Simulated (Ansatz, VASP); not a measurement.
# One calculation of Co, two programs

```
Co
1.0
     2.52010    0.00000    0.00000
    -1.26005    2.18247    0.00000
     0.00000    0.00000    4.11676
Co
2
Cartesian
  0.0000 1.4550 3.0470
  1.2600 0.7275 1.0698
```

Change from the starting cell: volume scaled by 1.04.

Alike in both runs: task single point; functional LDA; k mesh 12 × 12 × 7; occupations fermi-dirac, width 0.05 eV; collinear spin.

|  | VASP | Ansatz |
| --- | --- | --- |
| version | VASP 6.6.1 | Ansatz 0.2.0 |
| potentials or method | VASP PAW LDA potentials, release 64 (Co), cutoff 520 eV | all-electron LAPW, scalar-relativistic |

```csv
,VASP,Ansatz,Ansatz less VASP
gap on the k mesh at the Fermi level (eV),none,none,-
pressure (GPa),-24.6,-24.0,+0.59
"traceless stress, the component that is largest in VASP (GPa)",-1.73,-1.75,-0.026
rms of the force components (eV/Å),0.166,0.165,-0.0005
net moment per atom (μB),1.59,1.63,+0.034
size of the moment on the site where the two differ most (μB),1.60,1.67,+0.072
```

LDA's correlation is that of Perdew and Zunger in VASP and of Perdew and Wang (1992) in Ansatz. Site moments also hang on the region over which each program counts them. Atom by atom the forces differ by 0.001 eV/Å (rms over components). A gap of «none» marks a metal or a gap that the smearing closes. Ansatz ran all-electron here, and VASP with PAW potentials.
